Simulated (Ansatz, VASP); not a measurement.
**Mg: VASP beside Ansatz**

The input INCAR:

```
  ALGO = Fast
  EDIFF = 1E-6
  ENCUT = 520
  GGA = PE
  ISIF = 2
  ISMEAR = 0
  LASPH = True
  LCHARG = True
  LELF = True
  LREAL = False
  LVHAR = True
  LWAVE = False
  NBANDS = 9
  NELM = 80
  PREC = Accurate
  SIGMA = 0.15
```

File KPOINTS:

```
k-points
0
Gamma
  18 18 10
```

POSCAR

```
Mg
1.0
    3.1089153849      0.0000000000      0.0000000000
   -1.5544576924      2.6923997016      0.0000000000
    0.0000000000      0.0000000000      5.5521393023
Mg
2
Direct
    0.3333333333      0.6666666667      0.2500000000
    0.6666666667      0.3333333333      0.7500000000
```

Input for Ansatz:

```yaml
crystal:
  lattice:
    - [3.1089153849, 0.0, 0.0]
    - [-1.5544576924, 2.6923997016, 0.0]
    - [0.0, 0.0, 5.5521393023]
  atoms:
    - { symbol: Mg, position: [0.3333333333, 0.6666666667, 0.25] }
    - { symbol: Mg, position: [0.6666666667, 0.3333333333, 0.75] }
basis:
  ecutwfc: 420
kpoints:
  mp_grid: { grid: [18, 18, 10] }
hamiltonian:
  xc: pbe
scf:
  occupations: { method: gaussian, width: 0.15 }
output:
  forces: true
  stress: true
  eigenvalues: true
```

Alike in both runs: task single point; functional PBE; k mesh 18 × 18 × 10; occupations gaussian, width 0.15 eV; no spin polarisation.

|  | VASP | Ansatz |
| --- | --- | --- |
| version | VASP 6.6.1 | Ansatz 0.2.0 |
| potentials or method | VASP PAW PBE potentials, release 64 (Mg), cutoff 520 eV | scalar-relativistic, plane waves, PAW |
| valence electrons in the cell | 4 | 20 |

Ansatz gave:

- gap on the k mesh at the Fermi level (eV): none
- pressure (GPa): 0.0
- traceless stress, the component that is largest in VASP (GPa): -2.91

Problem. What did VASP give for the same quantities?

Solution. gap on the k mesh at the Fermi level (eV): none; pressure (GPa): -0.1; traceless stress, the component that is largest in VASP (GPa): -2.91.

A gap of «none» marks a metal or a gap that the smearing closes. VASP's potentials hold 4 valence electrons a cell and Ansatz's 20, so a difference there can come from the potentials and not from the codes.
